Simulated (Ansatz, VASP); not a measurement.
**One calculation of Ta3Cu, two programs**

INCAR

```
PREC = Accurate ; ENCUT = 520
EDIFF = 1E-7 ; ISMEAR = -1
SIGMA = 0.05 ; LREAL = False
LASPH = True ; NELM = 100
ALGO = Normal ; ISIF = 2
LWAVE = False ; LCHARG = False
GGA = PE ; NBANDS = 30
```

KPOINTS

```
regular mesh
0
Gamma
  7 7 7
```

POSCAR

```
Ta3Cu
1.0
   -2.0065070000      2.0065070000      4.2081700000
    2.0065070000     -2.0065070000      4.2081700000
    2.0065070000      2.0065070000     -4.2081700000
Ta Cu
3 1
Direct
    0.5000000000      0.5000000000      0.0000000000
    0.2500000000      0.7500000000      0.5000000000
    0.7500000000      0.2500000000      0.5000000000
    0.0000000000      0.0000000000      0.0000000000
```

File input.yaml:

```yaml
crystal:
  lattice:
    - [-2.006507, 2.006507, 4.20817]
    - [2.006507, -2.006507, 4.20817]
    - [2.006507, 2.006507, -4.20817]
  atoms:
    - { symbol: Ta, position: [0.5, 0.5, 0.0] }
    - { symbol: Ta, position: [0.25, 0.75, 0.5] }
    - { symbol: Ta, position: [0.75, 0.25, 0.5] }
    - { symbol: Cu, position: [0.0, 0.0, 0.0] }
hamiltonian:
  xc: pbe
  pseudopotentials: { kind: paw }
kpoints:
  mp_grid: { grid: [7, 7, 7] }
scf:
  occupations: { method: fermi_dirac, width: 0.05 }
output:
  forces: true
  stress: true
  eigenvalues: true
```

Alike in both runs: task single point; functional PBE; k mesh 7 × 7 × 7; occupations fermi-dirac, width 0.05 eV; no spin polarisation.

|  | VASP | Ansatz |
| --- | --- | --- |
| version | VASP 6.6.1 | Ansatz 0.2.0 |
| potentials or method | VASP PAW PBE potentials, release 64 (Ta_pv, Cu) | Ansatz PAW |
| plane-wave cutoff (eV) | 520 | 420 |
| valence electrons in the cell | 44 | 58 |

Ansatz gave:

| Quantity | Value |
| --- | --- |
| gap on the k mesh at the Fermi level (eV) | none |
| pressure (GPa) | 0.4 |
| traceless stress, the component that is largest in VASP (GPa) | -0.39 |

Problem. What did VASP give for the same quantities?

Solution. gap on the k mesh at the Fermi level (eV): none; pressure (GPa): 0.6; traceless stress, the component that is largest in VASP (GPa): -0.49.

A gap of «none» marks a metal or a gap that the smearing closes. With one functional, cell and mesh, what is left measures potentials, basis and numerics. VASP's potentials hold 44 valence electrons a cell and Ansatz's 58, so a difference there can come from the potentials and not from the codes.

Neither program's run includes spin-orbit coupling.
